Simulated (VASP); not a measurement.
# CdS (P6_3/mmc) in VASP: settings compared

The runs below take CdS through relaxation of cell and atoms, with PBE, PBEsol, LDA.

Program: VASP 6.6.1. These are calculated values, not measurements. Logs are shortened: lines on timing, memory, paths and dates and some standing lists are left out, and cuts for length are marked.

### 1 The cell of the first run

The structure is hexagonal, space group P6_3/mmc (No. 194). The conventional cell has a = 4.170 Å, b = 4.170 Å, c = 5.213 Å, α = 90.00°, β = 90.00°, γ = 120.00°. Within 3.2 Å of Cd (site symmetry -6m2) lie 5 S at 2.41 to 2.61 Å. Within 3.2 Å of S (site symmetry -6m2) lie 5 Cd at 2.41 to 2.61 Å.

### 2 Relaxation of cell and atoms, PBE

File INCAR:

```
PREC = Accurate
ENCUT = 600
EDIFF = 1E-6
ISMEAR = -1
SIGMA = 0.02
LREAL = F
LASPH = T
NELM = 60
ALGO = Normal
ISIF = 3
LWAVE = F
LCHARG = F
GGA = PE
IBRION = 2
NSW = 80
EDIFFG = -0.005
```

File KPOINTS:

```
regular mesh
0
Gamma
  6 6 4
```

File POSCAR:

```
CdS
1.0
    4.1703125788      0.0000000000      0.0000000000
   -2.0851562894      3.6115966350      0.0000000000
    0.0000000000      0.0000000000      5.2126137000
Cd S
2 2
Direct
    0.3333333333      0.6666666667      0.2500000000
    0.6666666667      0.3333333333      0.7500000000
    0.6666666667      0.3333333333      0.2500000000
    0.3333333333      0.6666666667      0.7500000000
```

Potentials or basis: VASP PAW PBE potentials, release 64 (Cd, S).

Started as:

```
cat potpaw_PBE.64/Cd/POTCAR potpaw_PBE.64/S/POTCAR > POTCAR
mpirun -np 1 vasp_std > vasp.out
```

OUTCAR:

```text
PREC = Accurate
   ENCUT = 600
   EDIFF = 1E-6
   ISMEAR = -1
   LREAL = F
   LASPH = T
   NELM = 60
   ISIF = 3
   GGA = PE
   IBRION = 2
   NSW = 80
   EDIFFG = -0.005

 ion  position               nearest neighbor table
   1  0.333  0.667  0.250-   3 2.41   3 2.41   3 2.41   4 2.61   4 2.61   2 3.55   2 3.55   2 3.55
                             2 3.55   2 3.55   2 3.55
   2  0.667  0.333  0.750-   4 2.41   4 2.41   4 2.41   3 2.61   3 2.61   1 3.55   1 3.55   1 3.55
                             1 3.55   1 3.55   1 3.55
   3  0.667  0.333  0.250-   1 2.41   1 2.41   1 2.41   2 2.61   2 2.61
   4  0.333  0.667  0.750-   2 2.41   2 2.41   2 2.41   1 2.61   1 2.61

  LATTYP: Found a hexagonal cell.
 ALAT       =     4.1703125788
 C/A-ratio  =     1.2499335725

  Lattice vectors:

 A1 = (   4.1703125788,   0.0000000000,   0.0000000000)
 A2 = (  -2.0851562894,   3.6115966350,   0.0000000000)
 A3 = (   0.0000000000,   0.0000000000,   5.2126137000)

Analysis of symmetry for initial positions (statically):
=====================================================================
 Subroutine PRICEL returns:
 Original cell was already a primitive cell.

 Routine SETGRP: Setting up the symmetry group for a
 hexagonal supercell.

 Subroutine GETGRP returns: Found 24 space group operations
 (whereof 12 operations were pure point group operations)
 out of a pool of 24 trial point group operations.

The static configuration has the point symmetry D_3d.
 The point group associated with its full space group is D_6h.

Analysis of symmetry for dynamics (positions and initial velocities):
=====================================================================
 Subroutine PRICEL returns:
 Original cell was already a primitive cell.

 Routine SETGRP: Setting up the symmetry group for a
 hexagonal supercell.

 Subroutine GETGRP returns: Found 24 space group operations
 (whereof 12 operations were pure point group operations)
 out of a pool of 24 trial point group operations.

The dynamic configuration has the point symmetry D_3d.
 The point group associated with its full space group is D_6h.

 Subroutine INISYM returns: Found 24 space group operations
 (whereof 12 operations are pure point group operations),
 and found     1 'primitive' translations

----------------------------------------------------------------------------------------

                                     Primitive cell

  volume of cell :      78.5097

  direct lattice vectors                    reciprocal lattice vectors
     4.170312579  0.000000000  0.000000000     0.239790179  0.138442924  0.000000000
    -2.085156289  3.611596635  0.000000000     0.000000000  0.276885849  0.000000000
     0.000000000  0.000000000  5.212613700     0.000000000  0.000000000  0.191842338

  length of vectors
     4.170312579  4.170312579  5.212613700     0.276885849  0.276885849  0.191842338

  position of ions in fractional coordinates (direct lattice)
     0.333333333  0.666666667  0.250000000
     0.666666667  0.333333333  0.750000000
     0.666666667  0.333333333  0.250000000
     0.333333333  0.666666667  0.750000000

  ion indices of the primitive-cell ions
   primitive index   ion index
                 1           1
                 2           2
                 3           3
                 4           4

----------------------------------------------------------------------------------------

 KPOINTS: regular mesh

Automatic generation of k-mesh.
 Grid dimensions read from file:
 generate k-points for:    6    6    4

 Generating k-lattice:

  Cartesian coordinates                     Fractional coordinates (reciprocal lattice)
     0.039965030  0.023073821  0.000000000     0.166666667 -0.000000000  0.000000000
     0.000000000  0.046147641  0.000000000     0.000000000  0.166666667  0.000000000
     0.000000000  0.000000000  0.047960585     0.000000000  0.000000000  0.250000000

  Length of vectors
     0.046147641  0.046147641  0.047960585

  Shift w.r.t. Gamma in fractional coordinates (k-lattice)
     0.000000000  0.000000000  0.000000000

 Subroutine IBZKPT returns following result:
 ===========================================

 Found     21 irreducible k-points:

 Following reciprocal coordinates:
            Coordinates               Weight
  0.000000  0.000000  0.000000      1.000000
  0.166667  0.000000  0.000000      6.000000
  0.333333  0.000000  0.000000      6.000000
  0.500000  0.000000  0.000000      3.000000
  0.166667  0.166667  0.000000      6.000000
  0.333333  0.166667  0.000000     12.000000
[... 13 lines left out ...]
  0.333333  0.166667  0.500000     12.000000
  0.333333  0.333333  0.500000      2.000000
   k-points           NKPTS =     21   k-points in BZ     NKDIM =     21   number of bands    NBANDS=     22
   number of dos      NEDOS =    301   number of ions     NIONS =      4
   total plane-waves  NPLWV =  54432
   dimension x,y,z NGX =    36 NGY =   36 NGZ =   42
   dimension x,y,z NGXF=    72 NGYF=   72 NGZF=   84
   ions per type =               2   2
   NGX,Y,Z   is equivalent  to a cutoff of  14.35, 14.35, 13.40 a.u.
   NGXF,Y,Z  is equivalent  to a cutoff of  28.70, 28.70, 26.79 a.u.
 SYSTEM =  unknown system
   PREC   = accura    normal or accurate (medium, high low for compatibility)
   ISTART =      0    job   : 0-new  1-cont  2-samecut
   ICHARG =      2    charge: 1-file 2-atom 10-const
   ISPIN  =      1    spin polarized calculation?
   LNONCOLLINEAR =      F non collinear calculations
   LSORBIT =      F    spin-orbit coupling
   LASPH  =      T    aspherical Exc in radial PAW
   ENCUT  =  600.0 eV  44.10 Ry    6.64 a.u.   8.33  8.33 10.41*2*pi/ulx,y,z
   NELM   =     60;   NELMIN=  2; NELMDL= -5     # of ELM steps
   EDIFF  = 0.1E-05   stopping-criterion for ELM
   LREAL  =      F    real-space projection
   EDIFFG = -.5E-02   stopping-criterion for IOM
   NSW    =     80    number of steps for IOM
   IBRION =      2    ionic relax: 0-MD 1-quasi-New 2-CG
   NFREE  =      1    steps in history (QN), initial steepest desc. (CG)
   ISIF   =      3    stress and relaxation
   ISYM   =      2    0-nonsym 1-usesym 2-fastsym
   POTIM  = 0.5000    time-step for ionic-motion
   TEBEG  =    0.0;   TEEND  =   0.0 temperature during run
   PSTRESS=    0.0 pullay stress
   NELECT =      36.0000    total number of electrons
   NUPDOWN=      -1.0000    fix difference up-down
   EMIN   =  10.00;   EMAX   =-10.00  energy-range for DOS
   EFERMI =   0.00;   METHOD = LEGACY
   ISMEAR =    -1;   SIGMA  =   0.02  broadening in eV -4-tet -1-fermi 0-gaus
   EFERMI_NEDOS =   21; number of points for ismear=-14 and -15
   IALGO  =     38    algorithm
   IMIX   =      4    mixing-type and parameters
     AMIX     =   0.40;   BMIX     =  1.00
     AMIX_MAG =   1.60;   BMIX_MAG =  1.00
  volume/ion in A,a.u.               =      19.63       132.45
  Fermi-wavevector in a.u.,A,eV,Ry     =   1.262412  2.385613 21.683397  1.593685
  Thomas-Fermi vector in A             =   2.395822
   LORBIT       =      0    0 simple, 1 ext, 2 COOP (PROOUT), +10 PAW based schemes
   GGA     = PE    functional components
   LHFCALC =     F    Hartree Fock is set to
   AEXX    =    0.0000 exact exchange contribution
   IVDW    =     0    specifies the selected vdW correction
   LEPSILON=     F    determine dielectric tensor
   LRPA    =     F    only Hartree local field effects (RPA)
 conjugate gradient relaxation of ions
 non-spin polarized calculation
  energy-cutoff  :      600.00
  volume of cell :       78.51
 maximum number of plane-waves:      2679
 NGX is ok and might be reduce to    36
   NGX = 17   NGY = 17   NGZ = 21

--------------------------------------- Ionic step        1  -------------------------------------------

 number of electron      36.0000014 magnetization

 Free energy of the ion-electron system (eV)
  ---------------------------------------------------
  ext. energy  EPLUGINS =         0.00000000
  ---------------------------------------------------
  free energy    TOTEN  =       -10.69268251 eV

  energy without entropy =      -10.69268251  energy(sigma->0) =      -10.69268251

 E-fermi :   4.1143     XC(G=0): -10.3035

 val. band max:        3.7266674254   @ k =   0.3333   0.3333   0.5000
 cond. band min:       4.4763443343   @ k =   0.0000   0.0000   0.0000
 fundamental gap:      0.7496769089
 Fermi energy:         4.1142851862

 k-point     1 :       0.0000    0.0000    0.0000
  band No.  band energies     occupation
      1     -10.3225      2.00000
      2      -9.2306      2.00000
      3      -5.0210      2.00000
      4      -5.0210      2.00000
      5      -4.9824      2.00000
      6      -4.9824      2.00000
[... 621 lines left out ...]
  FREE ENERGIE OF THE ION-ELECTRON SYSTEM (eV)
  ---------------------------------------------------
  free  energy   TOTEN  =       -11.9139534431 eV

  energy  without entropy=      -11.9139534430  energy(sigma->0) =      -11.91395344

[... ionic steps 4 to 7 ...]

--------------------------------------- Ionic step        8  -------------------------------------------

 number of electron      36.0000012 magnetization

------------------------ aborting loop because EDIFF is reached ----------------------------------------

  FORCE on cell =-STRESS in cart. coord.  units (eV):
  Direction    XX          YY          ZZ          XY          YZ          ZX
  --------------------------------------------------------------------------------------
  -------------------------------------------------------------------------------------
  Total       -0.0218267     -0.0218267     -0.0279156     -0.0000000     -0.0000000     -0.0000000
  in kB       -0.3503063     -0.3503063     -0.4480301     -0.0000000     -0.0000000     -0.0000000
  external PRESSURE =      -0.3828809 kB  Pullay stress =       0.0000000 kB
[... 61 lines left out ...]
  energy  without entropy=      -11.9291677535  energy(sigma->0) =      -11.92916775

--------------------------------------- Ionic step       10  -------------------------------------------

 number of electron      36.0000012 magnetization

 Free energy of the ion-electron system (eV)
  ---------------------------------------------------
  ext. energy  EPLUGINS =         0.00000000
  ---------------------------------------------------
  free energy    TOTEN  =       -11.92916372 eV

  energy without entropy =      -11.92916372  energy(sigma->0) =      -11.92916372

 E-fermi :   1.7614     XC(G=0):  -9.1541

 val. band max:        1.3108991540   @ k =   0.3333   0.3333   0.5000
 cond. band min:       2.3124137377   @ k =   0.0000   0.0000   0.0000
 fundamental gap:      1.0015145837
 Fermi energy:         1.7614119378

 k-point     1 :       0.0000    0.0000    0.0000
  band No.  band energies     occupation
      1     -10.9283      2.00000
      2     -10.2854      2.00000
      3      -6.4033      2.00000
      4      -6.4033      2.00000
      5      -6.3926      2.00000
      6      -6.3926      2.00000
[... 545 lines left out ...]
  FREE ENERGIE OF THE ION-ELECTRON SYSTEM (eV)
  ---------------------------------------------------
  free  energy   TOTEN  =       -11.9291637153 eV

  energy  without entropy=      -11.9291637152  energy(sigma->0) =      -11.92916372

 reached required accuracy - stopping structural energy minimisation
```

Run time: 99 s. Hardware: 1 thread of Intel Xeon 6975P-C (Granite Rapids), shared host; peak memory 0.25 GiB.

What came out:

```
Free energy                           : -11.9292 eV
Relaxed volume                        : 24.92 Å³/atom
Relaxed cell                          : a = 4.441 Å, b = 4.441 Å, c = 5.836 Å, α = 90.00°, β = 90.00°, γ = 120.00°
Space group after relaxing (to 0.1 Å) : P6_3/mmc (No. 194)
Energy gained by relaxing             : 309.1 meV/atom
Ionic steps                           : 10
Pressure after relaxing               : 0.0 GPa
Band gap on the k mesh                : 1.00 eV (least direct gap 1.26 eV)
```

Step by step:
```tsv
step	energy change (eV)	largest force (eV/Å)	pressure (GPa)	volume (Å³)
1	0.0000	0.0000	23.41	78.51
2	-0.8510	0.0000	-6.30	115.80
3	-1.2213	0.0000	0.01	99.23
4	-1.2211	0.0000	-0.24	99.68
5	-1.2291	0.0000	-0.18	99.67
6	-1.2365	0.0000	0.06	99.61
7	-1.2365	0.0000	0.07	99.61
8	-1.2365	0.0000	-0.04	99.83
9	-1.2365	0.0000	-0.04	99.73
10	-1.2365	0.0000	0.01	99.69
```

Final structure:
```cif
data_structure
_symmetry_space_group_name_H-M 'P 1'
_symmetry_Int_Tables_number 1
_cell_length_a 4.4413
_cell_length_b 4.4413
_cell_length_c 5.8357
_cell_angle_alpha 90.000
_cell_angle_beta 90.000
_cell_angle_gamma 120.000
_cell_volume 99.69
loop_
_atom_site_label
_atom_site_type_symbol
_atom_site_fract_x
_atom_site_fract_y
_atom_site_fract_z
_atom_site_occupancy
Cd1 Cd 0.33333 0.66667 0.25000 1
Cd2 Cd 0.66667 0.33333 0.75000 1
S1 S 0.66667 0.33333 0.25000 1
S2 S 0.33333 0.66667 0.75000 1
```

Levels at points of the mesh, in eV from the valence-band top:
```csv
k point,band 14,band 15,band 16,band 17,band 18,band 19,band 20,band 21,band 22
"(0.00, 0.00, 0.00)",-1.15,-1.15,-0.26,-0.26,-0.26,1.00,1.01,5.72,5.72
"(0.50, 0.00, 0.00)",-3.27,-2.32,-2.26,-1.20,-1.06,2.55,3.66,6.18,6.71
"(0.00, 0.00, 0.50)",-2.11,-0.68,-0.68,-0.68,-0.68,2.78,2.78,5.85,5.85
"(0.50, 0.00, 0.50)",-4.21,-1.70,-1.70,-0.35,-0.35,3.79,3.79,5.08,5.08
```

Caveat: the volume moved by over 15 % at a fixed basis, so the end points are rough.

### 3 Relaxation of cell and atoms, PBEsol

This run uses another cell than the first one, of 24.80 Å³/atom.

File INCAR:

```
SYSTEM = CdS
ALGO = Normal
EDIFF = 1E-7
EDIFFG = -0.005
ENCUT = 600
GGA = PS
IBRION = 2
ISIF = 3
ISMEAR = -1
LASPH = .TRUE.
LCHARG = .FALSE.
LREAL = .FALSE.
LWAVE = .FALSE.
NELM = 60
NSW = 80
PREC = Accurate
SIGMA = 0.02
```

File KPOINTS:

```
k-points
0
G
  6 6 4
  0 0 0
```

File POSCAR:

```
CdS
1.0
    4.4324862168      0.0000000000      0.0000000000
   -2.2162431084      3.8386456656      0.0000000000
    0.0000000000      0.0000000000      5.8308018859
Cd S
2 2
Direct
    0.3333333333      0.6666666667      0.2500000000
    0.6666666667      0.3333333333      0.7500000000
    0.6666666667      0.3333333333      0.2500000000
    0.3333333333      0.6666666667      0.7500000000
```

Potentials or basis: VASP PAW PBE potentials, release 64 (Cd, S).

Started as:

```
cat potpaw_PBE.64/Cd/POTCAR potpaw_PBE.64/S/POTCAR > POTCAR
mpirun -np 1 vasp_std > vasp.out
```

Wall time 1.8 min (1 thread of Intel Xeon 6975P-C (Granite Rapids), shared host); peak memory 0.27 GiB.

It converged, with:

```yaml
Free_energy: -13.3144 eV
Relaxed_volume: 23.65 Å³/atom
Relaxed_cell: a = 4.384 Å, b = 4.384 Å, c = 5.684 Å, α = 90.00°, β = 90.00°, γ = 120.00°
Space_group_after_relaxing_to_0.1_Å: P6_3/mmc (No. 194)
Energy_gained_by_relaxing: 10.4 meV/atom
Ionic_steps: 7
Pressure_after_relaxing: 0.0 GPa
Band_gap_on_the_k_mesh: 0.86 eV (least direct gap 1.15 eV)
```

Step by step:
```tsv
step	energy change (eV)	largest force (eV/Å)	pressure (GPa)	volume (Å³)
1	0.0000	0.0000	-2.72	99.21
2	-0.0340	0.0000	1.10	93.30
3	-0.0391	0.0000	0.00	94.79
4	-0.0405	0.0000	0.01	94.69
5	-0.0414	0.0000	0.04	94.50
6	-0.0414	0.0000	0.04	94.50
7	-0.0414	0.0000	-0.03	94.60
```

Final structure:
```xyz
4
Lattice="4.3836 0.0000 0.0000 -2.1918 3.7963 0.0000 0.0000 0.0000 5.6845" Properties=species:S:1:pos:R:3 pbc="T T T"
Cd    0.0000    2.5309    1.4211
Cd    2.1918    1.2654    4.2634
S     2.1918    1.2654    1.4211
S     0.0000    2.5309    4.2634
```

Levels at points of the mesh, in eV from the valence-band top:
| k point | band 15 | band 16 | band 17 | band 18 | band 19 | band 20 | band 21 | band 22 |
| --- | --- | --- | --- | --- | --- | --- | --- | --- |
| (0.00, 0.00, 0.00) | -1.32 | -0.41 | -0.29 | -0.29 | 0.86 | 1.00 | 5.51 | 5.51 |
| (0.50, 0.00, 0.00) | -2.61 | -2.59 | -1.44 | -1.17 | 2.34 | 3.72 | 6.04 | 6.72 |
| (0.00, 0.00, 0.50) | -0.77 | -0.77 | -0.77 | -0.77 | 2.87 | 2.87 | 5.64 | 5.64 |
| (0.50, 0.00, 0.50) | -1.89 | -1.89 | -0.42 | -0.42 | 3.74 | 3.74 | 5.02 | 5.02 |

Caveat: the PAW data sets were made with another functional, which shifts forces and pressure a little.

(Continued in part 2 of 2.)
